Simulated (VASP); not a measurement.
Set up this calculation in VASP 6.6.1, as the native input.

```yaml
Task: single point
Functional: PBE
Dispersion: D4
Potentials_or_basis: VASP PAW PBE potentials, release 64 (B, As)
Cutoff: 420 eV
k_mesh: 12 × 12 × 1
Occupations: gaussian, width 0.03 eV
Spin: no spin polarisation
Dipole_correction: yes
Further_INCAR_settings: ALGO = Normal; EDIFF = 1e-06; NBANDS = 11; NELMDL = -8
```

The structure of BAs (r.B) lies in POSCAR:

```
BAs
1.0
    3.3720580677      0.0000000000      0.0000000000
   -1.6860290339      2.9202879497      0.0000000000
    0.0000000000      0.0000000000     23.8000000000
B As
1 1
Direct
    0.3333333333      0.6666666667      0.2941176471
    0.6666666667      0.3333333333      0.2941176471
```

One way to write it, as run:

INCAR

```
PREC     = Accurate       # precision mode
ENCUT    = 420            # plane-wave cutoff, eV
EDIFF    = 1E-6           # SCF threshold, eV
ISMEAR   = 0              # smearing method
SIGMA    = 0.03           # smearing width, eV
LREAL    = False          # projectors in reciprocal space
LASPH    = True           # aspherical terms in the spheres
NELM     = 120            # most SCF steps
ALGO     = Normal         # electronic algorithm
ISIF     = 2              # what is computed and relaxed
LWAVE    = False          # write WAVECAR
LCHARG   = False          # write CHGCAR
LDIPOL   = True         
IDIPOL   = 3            
DIPOL    = 0.5 0.5 0.294
GGA      = PE             # functional
IVDW     = 13             # dispersion correction
NBANDS   = 11             # bands
GGA_COMPAT= False        
NELMDL   = -8
```

KPOINTS

```
regular mesh
0
Gamma
  12 12 1
```

Potentials or basis: VASP PAW PBE potentials, release 64 (B, As).

The run is started by

```console
$ cat potpaw_PBE.64/B/POTCAR potpaw_PBE.64/As/POTCAR > POTCAR
$ mpirun -np 1 vasp_std > vasp.out
```

Results of the run:

The band gap on the k mesh is 0.74 eV, direct. The dispersion energy per atom is -0.161 eV.

Run time: 34 s on 1 thread of Intel(R) Xeon(R) 6975P-C (Granite Rapids), on a shared host, peak memory 0.28 GiB.
